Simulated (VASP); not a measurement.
Runs of VASP 6.6.1 on In3As. The structure is that of space group Pm-3m (No. 221), or close to it. The cells are those of the table. 

| cell | gap on the mesh (eV) | pressure (GPa) |
| --- | --- | --- |
| a = 4.733 Å, 4 atoms | none | -2.9 |
| a = 4.609 Å, 4 atoms | none | 0.3 |
| a = 4.672 Å, 4 atoms | none | (b) |
| a = 4.793 Å, 4 atoms | none | -4.0 |
| a = 4.544 Å, 4 atoms | none | (a) |
| a = 4.477 Å, 4 atoms | none | 5.6 |
| a = 4.852 Å, 4 atoms | none | -4.7 |

Alike in all rows: task single point; level r2SCAN; potentials or basis VASP PAW PBE potentials, release 64 (In_d, As); no spin polarisation; k mesh 4 × 4 × 4; cutoff (eV) 520; smearing fermi-dirac 0.1 eV.

Question: Estimate the missing entries.

Answer: (a) 2.6; (b) -1.5.

Caveats: the PAW data sets were made with another functional, which shifts forces and pressure a little; spin-orbit coupling is left out, which moves the levels of the heavy elements; the cell stands under tension (at least some runs); the cell stands under pressure (at least some runs).

A k mesh can miss the band edges, and the runs leave out spin-orbit coupling on As, In.

A gap of «none» marks levels without a gap at the run's occupations.
